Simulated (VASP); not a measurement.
## Fe3Ge: single point with r2SCAN

Crystal: Fe3Ge.

```
Fe Ge
1.0
     3.66050    0.00000    0.00000
     0.00000    3.66050    0.00000
     0.00000    0.00000    3.66050
Fe Ge
3 1
Direct
  0.00000 0.50000 0.50000
  0.50000 0.00000 0.50000
  0.50000 0.50000 0.00000
  0.00000 0.00000 0.00000
```

* Program: VASP 6.6.1
* Task: single point
* Functional: r2SCAN
* Potentials or basis: VASP PAW PBE potentials, release 64 (Fe, Ge_d)
* Cutoff: 660 eV
* k mesh: 4 × 4 × 4
* Occupations: methfessel-paxton, width 0.2 eV
* Spin: collinear spin, ferromagnetic start
* Starting moments: [3.5, 3.5, 3.5, 0.0] μB
* Dipole correction: no
* Further INCAR settings: ALGO = Normal; EDIFF = 1e-06; NBANDS = 31

- Pressure: 0.3 GPa
- Net moment: 7.81 μB per cell
- Site moments: Fe +2.70; Ge -0.17 μB
- Valence electrons inside the program's atomic spheres: Fe 7.19; Ge 12.52

Levels at points of the mesh, in eV from the Fermi level:
Spin up:
| k point | band 20 | band 21 | band 22 | band 23 | band 24 | band 25 | band 26 | band 27 |
| --- | --- | --- | --- | --- | --- | --- | --- | --- |
| (0.00, 0.00, 0.00) | -1.27 | -1.27 | -1.18 | -1.18 | -1.18 | 2.95 | 6.34 | 6.34 |
| (0.50, 0.00, 0.00) | -2.68 | -2.25 | -1.18 | 2.81 | 2.81 | 4.03 | 5.38 | 5.38 |
| (0.50, 0.50, 0.00) | -2.47 | -2.29 | -2.20 | -0.53 | -0.53 | 4.77 | 5.76 | 8.17 |
| (0.50, 0.50, 0.50) | -2.83 | -1.52 | -1.52 | -1.52 | -0.77 | -0.67 | 3.78 | 3.78 |
Spin down:
```csv
k point,band 12,band 13,band 14,band 15,band 16,band 17,band 18,band 19
"(0.00, 0.00, 0.00)",-2.32,-1.50,-1.50,-1.50,0.94,0.94,0.94,2.02
"(0.50, 0.00, 0.00)",-1.56,-0.99,-0.99,-0.13,0.40,0.63,0.63,0.92
"(0.50, 0.50, 0.00)",-1.32,-1.32,-0.76,-0.76,0.39,0.90,1.00,1.00
"(0.50, 0.50, 0.50)",-3.55,-1.12,-0.54,-0.54,-0.54,1.37,1.37,1.37
```

Wall time 61 s on 1 thread of Intel(R) Xeon(R) 6975P-C (Granite Rapids) (shared host), peak memory 0.23 GiB.

Caveat: the k points lie up to 0.43 Å⁻¹ apart; the PAW data sets were made with another functional, which shifts forces and pressure a little.
